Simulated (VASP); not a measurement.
Set up this calculation in VASP 6.6.1, as the native input.

```
Task                   : single point
Functional             : PBEsol
Potentials or basis    : VASP PAW PBE potentials, release 64 (Si, W_sv)
Cutoff                 : 520 eV
k mesh                 : 14 × 14 × 14
Occupations            : gaussian, width 0.15 eV
Spin                   : no spin polarisation
Dipole correction      : no
Further INCAR settings : ALGO = Fast; EDIFF = 1e-07; NBANDS = 31
```

The structure of SiW3 lies in POSCAR:

```
SiW3
1.0
   -2.5771952861      2.5900812625      2.5900812625
    2.5771952861     -2.5643093097      2.5643093097
    2.5771952861      2.5643093097     -2.5643093097
Si W
1 3
Direct
    0.0000000000      0.0000000000      0.0000000000
    0.5000000000      0.5000000000      0.0000000000
    0.5000000000      0.0000000000      0.5000000000
    0.0000000000      0.5000000000      0.5000000000
```

This cell differs from its parent crystal: strain +0.0100 x Voigt [0, 0, 0, 1, 0, 0].

The input as run:

INCAR

```
PREC = Accurate
ENCUT = 520
EDIFF = 1E-7
ISMEAR = 0
SIGMA = 0.15
LREAL = False
LASPH = True
NELM = 60
ALGO = Fast
ISIF = 2
LWAVE = False
LCHARG = True
GGA = PS
LELF = True
LVHAR = True
NBANDS = 31
```

KPOINTS

```
Automatic mesh
0
Gamma
  14 14 14
```

Potentials or basis: VASP PAW PBE potentials, release 64 (Si, W_sv).

Command:

```sh
$ cat potpaw_PBE.64/Si/POTCAR potpaw_PBE.64/W_sv/POTCAR > POTCAR
$ mpirun -np 1 vasp_std > vasp.out
```

Results of the run:

The pressure is 0.5 GPa. The band gap on the k mesh is zero (bands 23 and 24 overlap by 1.77 eV).

Caveat: the cell differs from its parent crystal (strain +0.0100 x Voigt [0, 0, 0, 1, 0, 0]); the PAW data sets were made with another functional, which shifts forces and pressure a little; spin-orbit coupling is left out, which moves the levels of the heavy elements.

Run time: 23 min on 1 thread of AMD EPYC 7R13 Processor (Zen 3) (shared host), peak memory 0.73 GiB.
